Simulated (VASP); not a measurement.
# CaO (Fm-3m) in VASP: further runs

Aim: see how the results for CaO move with the level of theory and the settings. Levels: PBEsol+D3(BJ), LDA, BLYP, PBEsol. Tasks: single point, relaxation of cell and atoms.

Program: VASP 6.6.1. These are calculated values, not measurements. Logs are shortened: lines on timing, memory, paths and dates and some standing lists are left out, and cuts for length are marked.

## 1. The cell of the first run

The structure is cubic, space group Fm-3m (No. 225). The conventional cell has a = 4.722 Å, b = 4.722 Å, c = 4.722 Å, α = 90.00°, β = 90.00°, γ = 90.00°. Within 3.1 Å of Ca (site symmetry m-3m) lie 6 O at 2.36 Å. O (site symmetry m-3m) has 6 Ca at 2.36 Å within 3.1 Å.

## 2. Single point, PBEsol+D3(BJ)

Input file INCAR:

```
SYSTEM = CaO
PREC = Accurate
ENCUT = 520
EDIFF = 1E-6
ISMEAR = -1
SIGMA = 0.05
LREAL = .False.
LASPH = .True.
NELM = 100
ALGO = Normal
ISIF = 2
LWAVE = .False.
LCHARG = .False.
GGA = PS
IVDW = 12
NBANDS = 15
```

Input file KPOINTS:

```
Automatic mesh
0
Gamma
  10 10 10
  0 0 0
```

Input file POSCAR:

```
CaO
1.0
    0.0000000000      2.3610984142      2.3610984142
    2.3610984142      0.0000000000      2.3610984142
    2.3610984142      2.3610984142      0.0000000000
Ca O
1 1
Direct
    0.0000000000      0.0000000000      0.0000000000
    0.5000000000      0.5000000000      0.5000000000
```

Potentials or basis: VASP PAW PBE potentials, release 64 (Ca_sv, O).

The run is started by

```
$ cat potpaw_PBE.64/Ca_sv/POTCAR potpaw_PBE.64/O/POTCAR > POTCAR
$ mpirun -np 1 vasp_std > vasp.out
```

OUTCAR:

```text
SYSTEM = CaO
   PREC = Accurate
   ENCUT = 520
   EDIFF = 1E-6
   ISMEAR = -1
   LREAL = .False.
   LASPH = .True.
   NELM = 100
   ISIF = 2
   GGA = PS
   IVDW = 12
 IVDW          = 12

 ion  position               nearest neighbor table
   1  0.000  0.000  0.000-   2 2.36   2 2.36   2 2.36   2 2.36   2 2.36   2 2.36
   2  0.500  0.500  0.500-   1 2.36   1 2.36   1 2.36   1 2.36   1 2.36   1 2.36

  LATTYP: Found a face centered cubic cell.
 ALAT       =     4.7221968284

  Lattice vectors:

 A1 = (   0.0000000000,   2.3610984142,   2.3610984142)
 A2 = (   2.3610984142,   0.0000000000,   2.3610984142)
 A3 = (   2.3610984142,   2.3610984142,   0.0000000000)

Analysis of symmetry for initial positions (statically):
=====================================================================
 Subroutine PRICEL returns:
 Original cell was already a primitive cell.

 Routine SETGRP: Setting up the symmetry group for a
 face centered cubic supercell.

 Subroutine GETGRP returns: Found 48 space group operations
 (whereof 48 operations were pure point group operations)
 out of a pool of 48 trial point group operations.

The static configuration has the point symmetry O_h .

Analysis of symmetry for dynamics (positions and initial velocities):
=====================================================================
 Subroutine PRICEL returns:
 Original cell was already a primitive cell.

 Routine SETGRP: Setting up the symmetry group for a
 face centered cubic supercell.

 Subroutine GETGRP returns: Found 48 space group operations
 (whereof 48 operations were pure point group operations)
 out of a pool of 48 trial point group operations.

The dynamic configuration has the point symmetry O_h .

 Subroutine INISYM returns: Found 48 space group operations
 (whereof 48 operations are pure point group operations),
 and found     1 'primitive' translations

----------------------------------------------------------------------------------------

                                     Primitive cell

  volume of cell :      26.3252

  direct lattice vectors                    reciprocal lattice vectors
     0.000000000  2.361098414  2.361098414    -0.211765845  0.211765845  0.211765845
     2.361098414  0.000000000  2.361098414     0.211765845 -0.211765845  0.211765845
     2.361098414  2.361098414  0.000000000     0.211765845  0.211765845 -0.211765845

  length of vectors
     3.339097399  3.339097399  3.339097399     0.366789202  0.366789202  0.366789202

  position of ions in fractional coordinates (direct lattice)
     0.000000000  0.000000000  0.000000000
     0.500000000  0.500000000  0.500000000

  ion indices of the primitive-cell ions
   primitive index   ion index
                 1           1
                 2           2

----------------------------------------------------------------------------------------

 KPOINTS: Automatic mesh

Automatic generation of k-mesh.
 Grid dimensions read from file:
 generate k-points for:   10   10   10

 Generating k-lattice:

  Cartesian coordinates                     Fractional coordinates (reciprocal lattice)
    -0.021176584  0.021176584  0.021176584     0.100000000  0.000000000  0.000000000
     0.021176584 -0.021176584  0.021176584     0.000000000  0.100000000  0.000000000
     0.021176584  0.021176584 -0.021176584     0.000000000  0.000000000  0.100000000

  Length of vectors
     0.036678920  0.036678920  0.036678920

  Shift w.r.t. Gamma in fractional coordinates (k-lattice)
     0.000000000  0.000000000  0.000000000

 Subroutine IBZKPT returns following result:
 ===========================================

 Found     47 irreducible k-points:

 Following reciprocal coordinates:
            Coordinates               Weight
  0.000000  0.000000  0.000000      1.000000
  0.100000  0.000000  0.000000      8.000000
  0.200000  0.000000  0.000000      8.000000
  0.300000  0.000000  0.000000      8.000000
  0.400000  0.000000  0.000000      8.000000
  0.500000  0.000000  0.000000      4.000000
[... 16 lines left out ...]
  0.300000  0.300000  0.000000      6.000000
  0.400000  0.300000  0.000000     24.000000
 [... further k-points ...]
   k-points           NKPTS =     47   k-points in BZ     NKDIM =     47   number of bands    NBANDS=     15
   number of dos      NEDOS =    301   number of ions     NIONS =      2
   total plane-waves  NPLWV =  21952
   dimension x,y,z NGX =    28 NGY =   28 NGZ =   28
   dimension x,y,z NGXF=    56 NGYF=   56 NGZF=   56
   ions per type =               1   1
   NGX,Y,Z   is equivalent  to a cutoff of  13.94, 13.94, 13.94 a.u.
   NGXF,Y,Z  is equivalent  to a cutoff of  27.88, 27.88, 27.88 a.u.
 SYSTEM =  CaO
   PREC   = accura    normal or accurate (medium, high low for compatibility)
   ISTART =      0    job   : 0-new  1-cont  2-samecut
   ICHARG =      2    charge: 1-file 2-atom 10-const
   ISPIN  =      1    spin polarized calculation?
   LNONCOLLINEAR =      F non collinear calculations
   LSORBIT =      F    spin-orbit coupling
   LASPH  =      T    aspherical Exc in radial PAW
   ENCUT  =  520.0 eV  38.22 Ry    6.18 a.u.   6.21  6.21  6.21*2*pi/ulx,y,z
   NELM   =    100;   NELMIN=  2; NELMDL= -5     # of ELM steps
   EDIFF  = 0.1E-05   stopping-criterion for ELM
   LREAL  =      F    real-space projection
   EDIFFG = 0.1E-04   stopping-criterion for IOM
   NSW    =      0    number of steps for IOM
   IBRION =     -1    ionic relax: 0-MD 1-quasi-New 2-CG
   NFREE  =      0    steps in history (QN), initial steepest desc. (CG)
   ISIF   =      2    stress and relaxation
   ISYM   =      2    0-nonsym 1-usesym 2-fastsym
   POTIM  = 0.5000    time-step for ionic-motion
   TEBEG  =    0.0;   TEEND  =   0.0 temperature during run
   PSTRESS=    0.0 pullay stress
   NELECT =      16.0000    total number of electrons
   NUPDOWN=      -1.0000    fix difference up-down
   EMIN   =  10.00;   EMAX   =-10.00  energy-range for DOS
   EFERMI =   0.00;   METHOD = LEGACY
   ISMEAR =    -1;   SIGMA  =   0.05  broadening in eV -4-tet -1-fermi 0-gaus
   EFERMI_NEDOS =   21; number of points for ismear=-14 and -15
   IALGO  =     38    algorithm
   IMIX   =      4    mixing-type and parameters
     AMIX     =   0.40;   BMIX     =  1.00
     AMIX_MAG =   1.60;   BMIX_MAG =  1.00
  volume/ion in A,a.u.               =      13.16        88.83
  Fermi-wavevector in a.u.,A,eV,Ry     =   1.386726  2.620533 26.164135  1.923010
  Thomas-Fermi vector in A             =   2.511015
   LORBIT       =      0    0 simple, 1 ext, 2 COOP (PROOUT), +10 PAW based schemes
   GGA     = PS    functional components
   LHFCALC =     F    Hartree Fock is set to
   AEXX    =    0.0000 exact exchange contribution
   IVDW    =    12    specifies the selected vdW correction
   LEPSILON=     F    determine dielectric tensor
   LRPA    =     F    only Hartree local field effects (RPA)
 non-spin polarized calculation
  energy-cutoff  :      520.00
  volume of cell :       26.33
 maximum number of plane-waves:       725
 NGX is ok and might be reduce to    28
   NGX = 13   NGY = 13   NGZ = 13

 number of electron      15.9999998 magnetization

 Free energy of the ion-electron system (eV)
  ---------------------------------------------------
  ext. energy  EPLUGINS =         0.00000000
  ---------------------------------------------------
  free energy    TOTEN  =       -13.39850718 eV

  energy without entropy =      -13.39850718  energy(sigma->0) =      -13.39850718

 E-fermi :   3.5743     XC(G=0): -11.0024

 val. band max:        2.5049226309   @ k =   0.0000   0.0000   0.0000
 cond. band min:       6.0074964819   @ k =   0.5000   0.5000   0.0000
 fundamental gap:      3.5025738510
 Fermi energy:         3.5742790182

 k-point     1 :       0.0000    0.0000    0.0000
  band No.  band energies     occupation
      1     -34.6742      2.00000
      2     -15.4714      2.00000
      3     -15.4714      2.00000
      4     -15.4714      2.00000
      5     -13.0438      2.00000
      6       2.5049      2.00000
      7       2.5049      2.00000
      8       2.5049      2.00000
      9       7.5063      0.00000
     10       8.8170      0.00000
     11       8.8170      0.00000
     12       8.8170      0.00000
     13      10.4503      0.00000
     14      10.4503      0.00000
     15      17.6571      0.00000

 k-point     2 :       0.1000    0.0000    0.0000
  band No.  band energies     occupation
      1     -34.6615      2.00000
      2     -15.6686      2.00000
      3     -15.4775      2.00000
      4     -15.4775      2.00000
      5     -12.8414      2.00000
      6       2.1223      2.00000
      7       2.3488      2.00000
      8       2.3488      2.00000
      9       7.9771      0.00000
     10       8.7798      0.00000
     11       9.0034      0.00000
     12       9.0034      0.00000
     13      10.7174      0.00000
     14      10.7174      0.00000
     15      18.1186      0.00000

 k-point     3 :       0.2000    0.0000    0.0000
  band No.  band energies     occupation
      1     -34.6278      2.00000
      2     -16.0875      2.00000
      3     -15.4934      2.00000
      4     -15.4934      2.00000
      5     -12.4089      2.00000
      6       1.3004      2.00000
      7       1.9770      2.00000
      8       1.9770      2.00000
      9       8.7367      0.00000
     10       9.1204      0.00000
     11       9.5191      0.00000
     12       9.5191      0.00000
     13      11.4068      0.00000
     14      11.4068      0.00000
     15      18.8829      0.00000
[... 343 lines left out ...]
 k-point    23 :       0.3000    0.3000    0.0000
  band No.  band energies     occupation
      1     -34.5587      2.00000
      2     -16.2276      2.00000
      3     -15.6558      2.00000
      4     -15.6558      2.00000
      5     -12.3982      2.00000
      6       0.6675      2.00000
      7       2.1580      2.00000
      8       2.1580      2.00000
      9       6.7598      0.00000
     10       9.8984      0.00000
     11      11.2465      0.00000
     12      11.3949      0.00000
     13      11.3949      0.00000
     14      13.3713      0.00000
     15      20.4102      0.00000

 k-point    24 :       0.4000    0.3000    0.0000
  band No.  band energies     occupation
      1     -34.5325      2.00000
      2     -16.2976      2.00000
      3     -15.7187      2.00000
      4     -15.6837      2.00000
      5     -12.4161      2.00000
      6       0.7584      2.00000
      7       1.9302      2.00000
      8       2.0377      2.00000
      9       6.7306      0.00000
     10      10.4982      0.00000
     11      11.6069      0.00000
     12      11.7247      0.00000
     13      11.8641      0.00000
     14      13.7602      0.00000
     15      18.6870      0.00000

 [... further k-points ...]

------------------------ aborting loop because EDIFF is reached ----------------------------------------

 Edisp (eV)   -0.55650

 E8    (eV) :    -0.3795

  FORCE on cell =-STRESS in cart. coord.  units (eV):
  Direction    XX          YY          ZZ          XY          YZ          ZX
  --------------------------------------------------------------------------------------
  -------------------------------------------------------------------------------------
  Total       0.11275     0.11275     0.11275     0.00000     0.00000    -0.00000
  in kB       6.86225     6.86225     6.86225     0.00000     0.00000    -0.00000
  external pressure =        6.86 kB  Pullay stress =        0.00 kB

 VOLUME and BASIS-vectors are now :
 -----------------------------------------------------------------------------
  energy-cutoff  :      520.00
  volume of cell :       26.33
      direct lattice vectors                 reciprocal lattice vectors
     0.000000000  2.361098414  2.361098414    -0.211765845  0.211765845  0.211765845
     2.361098414  0.000000000  2.361098414     0.211765845 -0.211765845  0.211765845
     2.361098414  2.361098414  0.000000000     0.211765845  0.211765845 -0.211765845

 POSITION                                       TOTAL-FORCE (eV/Angst)
 -----------------------------------------------------------------------------------
      0.00000      0.00000      0.00000         0.000000     -0.000000     -0.000000
      2.36110      2.36110      2.36110        -0.000000      0.000000      0.000000
 -----------------------------------------------------------------------------------
    total drift:                                0.000000      0.000000      0.000000

  FREE ENERGIE OF THE ION-ELECTRON SYSTEM (eV)
  ---------------------------------------------------
  free  energy   TOTEN  =       -13.9550035159 eV

  energy  without entropy=      -13.9550035159  energy(sigma->0) =      -13.95500352
```

Run time: 15 s. Hardware: 1 thread of AMD EPYC 9R45 (Zen 5), shared host; peak memory 0.15 GiB.

What came out:

```yaml
Free_energy: -13.9550 eV
Pressure: 0.7 GPa
Band_gap_on_the_k_mesh: 3.50 eV, indirect (least direct gap 3.87 eV)
Dispersion_energy_per_atom: -0.278 eV
```

Caveat: the PAW data sets were made with another functional, which shifts forces and pressure a little. Expect the measured gap to be larger: semilocal functionals such as PBEsol lack the derivative discontinuity.

(Part 1 of 2 ends here.)
